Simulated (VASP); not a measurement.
Input of a VASP 6.6.1 run:

INCAR

```
SYSTEM = Ru
ALGO     = Fast           ! electronic algorithm
EDIFF    = 1E-6           ! SCF threshold, eV
ENCUT    = 520            ! plane-wave cutoff, eV
GGA      = PS             ! functional
ISIF     = 2              ! what is computed and relaxed
ISMEAR   = 0              ! smearing method
LASPH    = .TRUE.         ! aspherical terms in the spheres
LCHARG   = .FALSE.        ! write CHGCAR
LREAL    = .FALSE.        ! projectors in reciprocal space
LWAVE    = .FALSE.        ! write WAVECAR
NBANDS   = 21             ! bands
NELM     = 60             ! most SCF steps
PREC     = Accurate       ! precision mode
SIGMA    = 0.15           ! smearing width, eV
```

Contents of KPOINTS:

```
k-points
0
G
  21 21 12
  0 0 0
```

The input POSCAR:

```
Ru
1.0
    2.6159373385      0.0000000000      0.0000000000
   -1.3079686692      2.2654681898      0.0000000000
    0.0000000000      0.0000000000      4.1357854974
Ru
2
Direct
    0.3333333333      0.6666666667      0.2500000000
    0.6666666667      0.3333333333      0.7500000000
```

Potentials or basis: VASP PAW PBE potentials, release 64 (Ru_pv).

Launch:

```bash
$ cat potpaw_PBE.64/Ru_pv/POTCAR > POTCAR
$ mpirun -np 1 vasp_std > vasp.out
```

Question: Predict the pressure.

Answer: 35.5 GPa.

Question: Predict the band gap on the k mesh.

Answer: Zero (band 14 reaches 16.52 eV, above the bottom of band 15 at 12.79 eV).

Stress tensor (GPa, compression positive):
```
35.07  0.00  0.00
 0.00 35.07  0.00
 0.00  0.00 36.33
```

Caveat: the PAW data sets were made with another functional, which shifts forces and pressure a little.
